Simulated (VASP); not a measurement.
A run of VASP 6.6.1 is set up as follows.

File INCAR:

```
ALGO = Fast ; EDIFF = 1E-6
ENCUT = 520 ; GGA = PE
ISIF = 2 ; ISMEAR = 0
LASPH = True ; LCHARG = True
LELF = True ; LREAL = False
LVHAR = True ; LWAVE = False
NBANDS = 14 ; NELM = 80
PREC = Accurate ; SIGMA = 0.15
```

The input KPOINTS:

```
k-points
0
Gamma
  16 16 16
```

File POSCAR:

```
AlNi
1.0
    2.0426321522     -2.0425983492      0.0000000000
    2.0426321522      2.0425983492      0.0000000000
    0.0000000000      0.0000000000      2.9004437222
Al Ni
1 1
Direct
   -0.0346177177      0.0000000000      0.0000000000
    0.5159138724      0.5000000000      0.5000000000
```

Potentials or basis: VASP PAW PBE potentials, release 64 (Al, Ni).

Command:

```sh
$ cat potpaw_PBE.64/Al/POTCAR potpaw_PBE.64/Ni/POTCAR > POTCAR
$ mpirun -np 1 vasp_std > vasp.out
```

Task: Predict the pressure.

Result: 1.3 GPa.

Task: What does it give for the largest force?

Result: 0.832 eV/Å.

Forces on the atoms (eV/Å):
```
Al   0.588 -0.588  0.000
Ni  -0.588  0.588  0.000
```

Caveat: the cell differs from its parent crystal (mode 4 frozen in at -0.100 Å and mode 6 at +0.000 Å (largest displacements)). Spin polarisation is off, so any magnetic state and its effect on volume and gap are missing.
